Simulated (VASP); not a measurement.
# Ge (I4_1/amd) in VASP: further runs

Runs on Ge. Level: PBEsol. Tasks: single point.

Everything below comes from runs of VASP 6.6.1. Logs are shortened: lines on timing, memory, paths and dates and some standing lists are left out, and cuts for length are marked.

### 1 The cell of the first run

It takes space group I4_1/amd (No. 141, tetragonal). The conventional cell has a = 4.892 Å, b = 4.892 Å, c = 2.655 Å, α = 90.00°, β = 90.00°, γ = 90.00°. Within 3.3 Å of Ge (site symmetry -4m2) lie 10 Ge at 2.53 to 3.15 Å.

### 2 Single point, PBEsol (strain -0.050 along x and y, -0.050 along z)

INCAR reads:

```
SYSTEM = Ge
ALGO = Normal ; EDIFF = 1E-7
ENCUT = 520 ; GGA = PS
ISIF = 2 ; ISMEAR = 0
LASPH = .TRUE. ; LCHARG = .FALSE.
LREAL = .FALSE. ; LWAVE = .FALSE.
NBANDS = 21 ; NELM = 100
PREC = Accurate ; SIGMA = 0.15
```

KPOINTS reads:

```
k-points
0
G
  20 20 20
  0 0 0
```

POSCAR reads:

```
Ge
1.0
   -2.4457652330      2.4457652330      1.3275420110
    2.4457652330     -2.4457652330      1.3275420110
    2.4457652330      2.4457652330     -1.3275420110
Ge
2
Direct
    0.2500000000      0.7500000000      0.5000000000
    0.5000000000      0.5000000000      0.0000000000
```

Potentials or basis: VASP PAW PBE potentials, release 64 (Ge_d).

On the command line:

```console
cat potpaw_PBE.64/Ge_d/POTCAR > POTCAR
mpirun -np 1 vasp_std > vasp.out
```

OUTCAR:

```text
SYSTEM = Ge
   EDIFF = 1E-7
   ENCUT = 520
   GGA = PS
   ISIF = 2
   ISMEAR = 0
   LASPH = .TRUE.
   LREAL = .FALSE.
   NELM = 100
   PREC = Accurate

 ion  position               nearest neighbor table
   1  0.250  0.750  0.500-   2 2.53   2 2.53   2 2.53   2 2.53
   2  0.500  0.500  0.000-   1 2.53   1 2.53   1 2.53   1 2.53

  LATTYP: Found a body centered tetragonal cell.
 ALAT       =     4.8915304660
 C/A-ratio  =     0.5427920853

  Lattice vectors:

 A1 = (  -2.4457652330,   2.4457652330,   1.3275420110)
 A2 = (   2.4457652330,  -2.4457652330,   1.3275420110)
 A3 = (   2.4457652330,   2.4457652330,  -1.3275420110)

Analysis of symmetry for initial positions (statically):
=====================================================================
 Subroutine PRICEL returns:
 Original cell was already a primitive cell.

 Routine SETGRP: Setting up the symmetry group for a
 body centered tetragonal supercell.

 Subroutine GETGRP returns: Found 16 space group operations
 (whereof  8 operations were pure point group operations)
 out of a pool of 16 trial point group operations.

The static configuration has the point symmetry D_2d.
 The point group associated with its full space group is D_4h.

Analysis of symmetry for dynamics (positions and initial velocities):
=====================================================================
 Subroutine PRICEL returns:
 Original cell was already a primitive cell.

 Routine SETGRP: Setting up the symmetry group for a
 body centered tetragonal supercell.

 Subroutine GETGRP returns: Found 16 space group operations
 (whereof  8 operations were pure point group operations)
 out of a pool of 16 trial point group operations.

The dynamic configuration has the point symmetry D_2d.
 The point group associated with its full space group is D_4h.

 Subroutine INISYM returns: Found 16 space group operations
 (whereof  8 operations are pure point group operations),
 and found     1 'primitive' translations

----------------------------------------------------------------------------------------

                                     Primitive cell

  volume of cell :      31.7642

  direct lattice vectors                    reciprocal lattice vectors
    -2.445765233  2.445765233  1.327542011     0.000000000  0.204434994  0.376635915
     2.445765233 -2.445765233  1.327542011     0.204434994  0.000000000  0.376635915
     2.445765233  2.445765233 -1.327542011     0.204434994  0.204434994  0.000000000

  length of vectors
     3.704848572  3.704848572  3.704848572     0.428542039  0.428542039  0.289114741

  position of ions in fractional coordinates (direct lattice)
     0.250000000  0.750000000  0.500000000
     0.500000000  0.500000000  0.000000000

  ion indices of the primitive-cell ions
   primitive index   ion index
                 1           1
                 2           2

----------------------------------------------------------------------------------------

 KPOINTS: k-points

Automatic generation of k-mesh.
 Grid dimensions read from file:
 generate k-points for:   20   20   20

 Generating k-lattice:

  Cartesian coordinates                     Fractional coordinates (reciprocal lattice)
     0.000000000  0.010221750  0.018831796     0.050000000  0.000000000 -0.000000000
     0.010221750  0.000000000  0.018831796     0.000000000  0.050000000 -0.000000000
     0.010221750  0.010221750  0.000000000     0.000000000  0.000000000  0.050000000

  Length of vectors
     0.021427102  0.021427102  0.014455737

  Shift w.r.t. Gamma in fractional coordinates (k-lattice)
     0.000000000  0.000000000  0.000000000

 Subroutine IBZKPT returns following result:
 ===========================================

 Found    641 irreducible k-points:

 Following reciprocal coordinates:
            Coordinates               Weight
  0.000000  0.000000  0.000000      1.000000
  0.050000  0.000000  0.000000      8.000000
  0.100000 -0.000000  0.000000      8.000000
  0.150000 -0.000000  0.000000      8.000000
  0.200000 -0.000000  0.000000      8.000000
  0.250000  0.000000 -0.000000      8.000000
[... 16 lines left out ...]
 -0.400000  0.050000 -0.000000     16.000000
 -0.350000  0.050000  0.000000     16.000000
 [... further k-points ...]
   k-points           NKPTS =    641   k-points in BZ     NKDIM =    641   number of bands    NBANDS=     21
   number of dos      NEDOS =    301   number of ions     NIONS =      2
   total plane-waves  NPLWV =  21952
   dimension x,y,z NGX =    28 NGY =   28 NGZ =   28
   dimension x,y,z NGXF=    56 NGYF=   56 NGZF=   56
   ions per type =               2
   NGX,Y,Z   is equivalent  to a cutoff of  12.56, 12.56, 12.56 a.u.
   NGXF,Y,Z  is equivalent  to a cutoff of  25.13, 25.13, 25.13 a.u.
 SYSTEM =  Ge
   PREC   = accura    normal or accurate (medium, high low for compatibility)
   ISTART =      0    job   : 0-new  1-cont  2-samecut
   ICHARG =      2    charge: 1-file 2-atom 10-const
   ISPIN  =      1    spin polarized calculation?
   LNONCOLLINEAR =      F non collinear calculations
   LSORBIT =      F    spin-orbit coupling
   LASPH  =      T    aspherical Exc in radial PAW
   ENCUT  =  520.0 eV  38.22 Ry    6.18 a.u.   6.89  6.89  6.89*2*pi/ulx,y,z
   NELM   =    100;   NELMIN=  2; NELMDL= -5     # of ELM steps
   EDIFF  = 0.1E-06   stopping-criterion for ELM
   LREAL  =      F    real-space projection
   EDIFFG = 0.1E-05   stopping-criterion for IOM
   NSW    =      0    number of steps for IOM
   IBRION =     -1    ionic relax: 0-MD 1-quasi-New 2-CG
   NFREE  =      0    steps in history (QN), initial steepest desc. (CG)
   ISIF   =      2    stress and relaxation
   ISYM   =      2    0-nonsym 1-usesym 2-fastsym
   POTIM  = 0.5000    time-step for ionic-motion
   TEBEG  =    0.0;   TEEND  =   0.0 temperature during run
   PSTRESS=    0.0 pullay stress
   NELECT =      28.0000    total number of electrons
   NUPDOWN=      -1.0000    fix difference up-down
   EMIN   =  10.00;   EMAX   =-10.00  energy-range for DOS
   EFERMI =   0.00;   METHOD = LEGACY
   ISMEAR =     0;   SIGMA  =   0.15  broadening in eV -4-tet -1-fermi 0-gaus
   EFERMI_NEDOS =   21; number of points for ismear=-14 and -15
   IALGO  =     38    algorithm
   IMIX   =      4    mixing-type and parameters
     AMIX     =   0.40;   BMIX     =  1.00
     AMIX_MAG =   1.60;   BMIX_MAG =  1.00
  volume/ion in A,a.u.               =      15.88       107.18
  Fermi-wavevector in a.u.,A,eV,Ry     =   1.569694  2.966291 33.523915  2.463938
  Thomas-Fermi vector in A             =   2.671538
   LORBIT       =      0    0 simple, 1 ext, 2 COOP (PROOUT), +10 PAW based schemes
   GGA     = PS    functional components
   LHFCALC =     F    Hartree Fock is set to
   AEXX    =    0.0000 exact exchange contribution
   IVDW    =     0    specifies the selected vdW correction
   LEPSILON=     F    determine dielectric tensor
   LRPA    =     F    only Hartree local field effects (RPA)
 non-spin polarized calculation
 Gauss-broadening in eV      SIGMA  =   0.15
  energy-cutoff  :      520.00
  volume of cell :       31.76
 maximum number of plane-waves:       869
   NGX = 13   NGY = 13   NGZ = 13

 number of electron      27.9999994 magnetization

 Free energy of the ion-electron system (eV)
  ---------------------------------------------------
  ext. energy  EPLUGINS =         0.00000000
  ---------------------------------------------------
  free energy    TOTEN  =        -9.32256559 eV

  energy without entropy =       -9.31504171  energy(sigma->0) =       -9.31880365

 E-fermi :   8.5078     XC(G=0): -12.2731

 val. band max:        8.5070339641   @ k =   0.2500   0.1000  -0.0000
 cond. band min:       8.5084250532   @ k =  -0.2000   0.3000   0.2000
 fundamental gap:      0.0013910891
 Fermi energy:         8.5078271556

 k-point     1 :       0.0000    0.0000    0.0000
  band No.  band energies     occupation
      1     -16.3861      2.00000
      2     -16.3095      2.00000
      3     -16.2823      2.00000
      4     -16.2678      2.00000
      5     -16.0976      2.00000
      6     -16.0976      2.00000
[... 13 lines left out ...]
     20      20.9195      0.00000
     21      21.9239      0.00000

 k-point     2 :       0.0500    0.0000    0.0000
  band No.  band energies     occupation
      1     -16.3846      2.00000
      2     -16.3043      2.00000
      3     -16.2801      2.00000
      4     -16.2612      2.00000
      5     -16.1030      2.00000
      6     -16.1027      2.00000
[... 13 lines left out ...]
     20      20.9469      0.00000
     21      22.2260      0.00000

 k-point     3 :       0.1000   -0.0000    0.0000
  band No.  band energies     occupation
      1     -16.3800      2.00000
      2     -16.2896      2.00000
      3     -16.2736      2.00000
      4     -16.2427      2.00000
      5     -16.1152      2.00000
      6     -16.1121      2.00000
[... 13 lines left out ...]
     20      20.4878      0.00000
     21      20.9221      0.00000

 k-point     4 :       0.1500   -0.0000    0.0000
  band No.  band energies     occupation
      1     -16.3723      2.00000
      2     -16.2679      2.00000
      3     -16.2636      2.00000
      4     -16.2170      2.00000
      5     -16.1311      2.00000
      6     -16.1198      2.00000
[... 13 lines left out ...]
     20      19.4521      0.00000
     21      20.0419      0.00000

 k-point     5 :       0.2000   -0.0000    0.0000
  band No.  band energies     occupation
      1     -16.3620      2.00000
      2     -16.2512      2.00000
      3     -16.2443      2.00000
      4     -16.1930      2.00000
      5     -16.1487      2.00000
      6     -16.1198      2.00000
[... 13 lines left out ...]
     20      18.5231      0.00000
     21      19.8940      0.00000
[... 382 lines left out ...]
     20      21.1039      0.00000
     21      21.6591      0.00000

 k-point    22 :      -0.4500    0.0500    0.0000
  band No.  band energies     occupation
      1     -16.3184      2.00000
      2     -16.2415      2.00000
      3     -16.2373      2.00000
      4     -16.2022      2.00000
      5     -16.1584      2.00000
      6     -16.1464      2.00000
[... 13 lines left out ...]
     20      19.7091      0.00000
     21      22.3206      0.00000

 k-point    23 :      -0.4000    0.0500   -0.0000
  band No.  band energies     occupation
      1     -16.3244      2.00000
      2     -16.2323      2.00000
      3     -16.2219      2.00000
      4     -16.2083      2.00000
      5     -16.1654      2.00000
      6     -16.1383      2.00000
[... 13 lines left out ...]
     20      18.2066      0.00000
     21      21.4944      0.00000

 k-point    24 :      -0.3500    0.0500    0.0000
  band No.  band energies     occupation
      1     -16.3327      2.00000
      2     -16.2277      2.00000
      3     -16.2182      2.00000
      4     -16.2033      2.00000
      5     -16.1681      2.00000
      6     -16.1283      2.00000
[... 13 lines left out ...]
     20      17.7126      0.00000
     21      20.7110      0.00000

 [... further k-points ...]

------------------------ aborting loop because EDIFF is reached ----------------------------------------

  FORCE on cell =-STRESS in cart. coord.  units (eV):
  Direction    XX          YY          ZZ          XY          YZ          ZX
  --------------------------------------------------------------------------------------
  -------------------------------------------------------------------------------------
  Total        3.0910179      3.0910179      3.3319126      0.0000000      0.0000000      0.0000000
  in kB      155.9101166    155.9101166    168.0607849      0.0000000      0.0000000      0.0000000
  external PRESSURE =     159.9603394 kB  Pullay stress =       0.0000000 kB

 VOLUME and BASIS-vectors are now :
 -----------------------------------------------------------------------------
  energy-cutoff  :      520.00
  volume of cell :       31.76
      direct lattice vectors                 reciprocal lattice vectors
    -2.445765233  2.445765233  1.327542011     0.000000000  0.204434994  0.376635915
     2.445765233 -2.445765233  1.327542011     0.204434994  0.000000000  0.376635915
     2.445765233  2.445765233 -1.327542011     0.204434994  0.204434994  0.000000000

 POSITION                                       TOTAL-FORCE (eV/Angst)
 -----------------------------------------------------------------------------------
      2.44577     -0.00000      0.66377        -0.000000      0.000000     -0.000000
      0.00000      0.00000      1.32754         0.000000     -0.000000      0.000000
 -----------------------------------------------------------------------------------
    total drift:                                0.000000     -0.000000      0.000000

  FREE ENERGIE OF THE ION-ELECTRON SYSTEM (eV)
  ---------------------------------------------------
  free  energy   TOTEN  =        -9.3225655947 eV

  energy  without entropy=       -9.3150417132  energy(sigma->0) =       -9.31880365
```

Run time: 5.2 min. Hardware: 1 thread of Intel Xeon Platinum 8259CL at 2.50GHz (Skylake/Cascade Lake), shared host; peak memory 0.42 GiB.

Results:

```yaml
Free_energy: -9.3226 eV
Pressure: 16.0 GPa
Band_gap_on_the_k_mesh: zero (bands 14 and 15 overlap by 6.30 eV)
```

Caveat: the cell differs from its parent crystal (strain -0.050 along x and y, -0.050 along z); the cell stands under pressure; the PAW data sets were made with another functional, which shifts forces and pressure a little.

### 3 Single point, PBEsol (strain -0.050 along x and y, -0.025 along z)

INCAR reads:

```
SYSTEM = Ge
PREC = Accurate
ENCUT = 520
EDIFF = 1E-6
ISMEAR = 0
SIGMA = 0.15
LREAL = .False.
LASPH = .True.
NELM = 60
ALGO = Normal
ISIF = 2
LWAVE = .False.
LCHARG = .True.
GGA = PS
LELF = .True.
LVHAR = .True.
NBANDS = 21
```

KPOINTS reads:

```
Automatic mesh
0
Gamma
  20 20 20
  0 0 0
```

POSCAR reads:

```
Ge
1.0
   -2.4457652330      2.4457652330      1.3624773271
    2.4457652330     -2.4457652330      1.3624773271
    2.4457652330      2.4457652330     -1.3624773271
Ge
2
Direct
    0.2500000000      0.7500000000      0.5000000000
    0.5000000000      0.5000000000      0.0000000000
```

Potentials or basis: VASP PAW PBE potentials, release 64 (Ge_d).

On the command line:

```console
cat potpaw_PBE.64/Ge_d/POTCAR > POTCAR
mpirun -np 1 vasp_std > vasp.out
```

It took 5.1 min on 1 thread of Intel Xeon Platinum 8259CL at 2.50GHz (Skylake/Cascade Lake), shared host; peak memory 0.43 GiB.

The run converged. Its results:

```yaml
Free_energy: -9.3952 eV
Pressure: 12.3 GPa
Band_gap_on_the_k_mesh: zero (bands 14 and 15 overlap by 6.31 eV)
```

Stress tensor (GPa, compression positive):
```
13.00  0.00  0.00
 0.00 13.00  0.00
 0.00  0.00 10.98
```

Levels at points of the mesh, in eV from the Fermi level:
```csv
k point,band 11,band 12,band 13,band 14,band 15,band 16,band 17,band 18
"(0.00, 0.00, 0.00)",-14.51,-3.27,-2.61,-2.61,3.06,8.70,8.73,8.73
"(0.50, 0.00, 0.00)",-8.62,-7.14,-2.43,-2.26,-1.79,2.19,4.05,6.28
"(0.50, 0.50, 0.00)",-11.39,-11.39,0.73,0.73,2.50,2.50,7.77,7.77
"(0.50, 0.50, 0.50)",-9.17,-9.17,-6.81,-6.81,6.07,6.07,13.00,13.00
```

Caveat: the cell differs from its parent crystal (strain -0.050 along x and y, -0.025 along z); the cell stands under pressure; the PAW data sets were made with another functional, which shifts forces and pressure a little.

### 4 Single point, PBEsol (strain -0.050 along x and y, +0.000 along z)

INCAR: that of step 3 with these lines changed.

```diff
@@ -8,3 +8,3 @@
 LASPH = .True.
-NELM = 60
+NELM = 100
 ALGO = Normal
```

KPOINTS is that of step 3.

POSCAR reads:

```
Ge
1.0
   -2.4457652330      2.4457652330      1.3974126432
    2.4457652330     -2.4457652330      1.3974126432
    2.4457652330      2.4457652330     -1.3974126432
Ge
2
Direct
    0.2500000000      0.7500000000      0.5000000000
    0.5000000000      0.5000000000      0.0000000000
```

On the command line:

```console
cat potpaw_PBE.64/Ge_d/POTCAR > POTCAR
mpirun -np 1 vasp_std > vasp.out
```

Wall time 4.7 min (1 thread of Intel Xeon Platinum 8259CL at 2.50GHz (Skylake/Cascade Lake), shared host); peak memory 0.43 GiB.

The run converged. Its results:

```yaml
Free_energy: -9.4413 eV
Pressure: 9.3 GPa
Band_gap_on_the_k_mesh: zero (bands 14 and 15 overlap by 6.39 eV)
```

Stress tensor (GPa, compression positive):
```
10.77  0.00  0.00
 0.00 10.77  0.00
 0.00  0.00  6.45
```

Levels at points of the mesh, in eV from the Fermi level:
| k point | band 11 | band 12 | band 13 | band 14 | band 15 | band 16 | band 17 | band 18 |
| --- | --- | --- | --- | --- | --- | --- | --- | --- |
| (0.00, 0.00, 0.00) | -14.26 | -3.02 | -2.40 | -2.40 | 3.24 | 8.03 | 8.23 | 8.76 |
| (0.50, 0.00, 0.00) | -8.74 | -7.10 | -2.44 | -2.08 | -1.86 | 2.20 | 4.01 | 6.22 |
| (0.50, 0.50, 0.00) | -11.15 | -11.15 | 0.89 | 0.89 | 2.71 | 2.71 | 7.14 | 7.14 |
| (0.50, 0.50, 0.50) | -8.93 | -8.93 | -6.58 | -6.58 | 5.38 | 5.38 | 13.01 | 13.01 |

Caveat: the cell differs from its parent crystal (strain -0.050 along x and y, +0.000 along z); the cell stands under pressure; the PAW data sets were made with another functional, which shifts forces and pressure a little.

### 5 Summary

```csv
cell,gap on the mesh (eV),pressure (GPa)
"a = 3.705 Å, angles 97.4, 97.4, 138.0°, 2 atoms",none,16.0
"a = 3.718 Å, angles 97.7, 97.7, 137.0°, 2 atoms",none,12.3
"a = 3.730 Å, angles 98.1, 98.1, 136.0°, 2 atoms",none,9.3
```

Alike in all rows: task single point; level PBEsol; potentials or basis VASP PAW PBE potentials, release 64 (Ge_d); no spin polarisation; k mesh 20 × 20 × 20; cutoff (eV) 520; smearing gaussian 0.15 eV.

Caveats: the cell stands under pressure; the PAW data sets were made with another functional, which shifts forces and pressure a little.

Absolute energies hang on the potentials; compare differences alone.
